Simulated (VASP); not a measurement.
# Nb: single point with RPBE

Crystal: Nb.

```
Nb
1.0
     0.00000    2.85999    2.85999
     2.85999    0.00000    2.85999
     2.85999    2.85999    0.00000
Nb
2
Direct
  0.12500 0.12500 0.12500
  0.87500 0.87500 0.87500
```

This cell differs from its parent crystal: volume scaled by 0.88.

```
Program             : VASP 6.6.1
Task                : single point
Functional          : RPBE
Potentials or basis : VASP PAW PBE potentials, release 64 (Nb_sv)
Cutoff              : 520 eV
k mesh              : 10 × 10 × 10
Occupations         : fermi-dirac, width 0.1 eV
Spin                : no spin polarisation
```

- Pressure: 10.0 GPa
- Band gap on the k mesh: zero (band 13 reaches 8.57 eV, above the bottom of band 14 at 6.94 eV)

Levels at points of the mesh, in eV from the Fermi level:
```
           k point  band 11  band 12  band 13  band 14  band 15  band 16
(0.00, 0.00, 0.00)    -1.76    -0.60    -0.60    -0.60     2.09     2.09
(0.50, 0.00, 0.00)    -1.54    -1.54    -0.92    -0.92     0.90     3.30
(0.50, 0.50, 0.00)    -0.87    -0.87     0.69     0.69     1.29     1.29
```

Wall time 36 s on 1 thread of Intel(R) Xeon(R) Platinum 8488C (Sapphire Rapids), on a shared host, peak memory 0.18 GiB.

Caveat: the PAW data sets were made with another functional, which shifts forces and pressure a little.
